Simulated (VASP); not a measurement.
Set up this calculation in VASP 6.6.1, as the native input.

```yaml
Task: single point
Functional: LDA
Potentials_or_basis: VASP PAW LDA potentials, release 64 (Fe, Ru_pv)
Cutoff: 520 eV
k_mesh: 12 × 12 × 7
Occupations: fermi-dirac, width 0.05 eV
Spin: collinear spin, zero start
Starting_moments: "[0.0, 0.0] μB"
Fixed_moment: 0 μB
Dipole_correction: no
Further_INCAR_settings: ALGO = Normal; EDIFF = 1e-06; NBANDS = 22
```

The structure of FeRu lies in POSCAR:

```
FeRu
1.0
    2.6428014205      0.0000000000      0.0000000000
   -1.3214007102      2.2887331673      0.0000000000
    0.0000000000      0.0000000000      4.0702270000
Fe Ru
1 1
Direct
    0.0000000000      0.0000000000      0.5000000000
    0.6666666667      0.3333333333      0.0000000000
```

These files were run (other wordings do the same):

INCAR

```
SYSTEM = FeRu
PREC     = Accurate       ! precision mode
ENCUT    = 520            ! plane-wave cutoff, eV
EDIFF    = 1E-6           ! SCF threshold, eV
ISMEAR   = -1             ! smearing method
SIGMA    = 0.05           ! smearing width, eV
LREAL    = .FALSE.        ! projectors in reciprocal space
LASPH    = .TRUE.         ! aspherical terms in the spheres
NELM     = 150            ! most SCF steps
ALGO     = Normal         ! electronic algorithm
ISIF     = 2              ! what is computed and relaxed
LWAVE    = .FALSE.        ! write WAVECAR
LCHARG   = .FALSE.        ! write CHGCAR
ISPIN    = 2              ! spin polarisation
MAGMOM   = 0 0            ! initial moments
LORBIT   = 11             ! projections on sites
NUPDOWN  = 0.0            ! fixed moment
LMAXMIX  = 4              ! l up to which the mixer works
NBANDS   = 22             ! bands
```

KPOINTS

```
Automatic mesh
0
G
  12 12 7
  0 0 0
```

Potentials or basis: VASP PAW LDA potentials, release 64 (Fe, Ru_pv).

Command:

```bash
$ cat potpaw_LDA.64/Fe/POTCAR potpaw_LDA.64/Ru_pv/POTCAR > POTCAR
$ mpirun -np 1 vasp_std > vasp.out
```

It gave:

```yaml
Pressure: -19.8 GPa
Net_moment: 0.00 μB per cell
Valence_electrons_inside_the_program's_atomic_spheres: Fe 7.31; Ru 12.72
```

Caveat: the total moment is fixed, so each spin has its own Fermi level.

It took 43 s on 1 thread of Intel(R) Xeon(R) Platinum 8488C (Sapphire Rapids), on a shared host, peak memory 0.17 GiB.
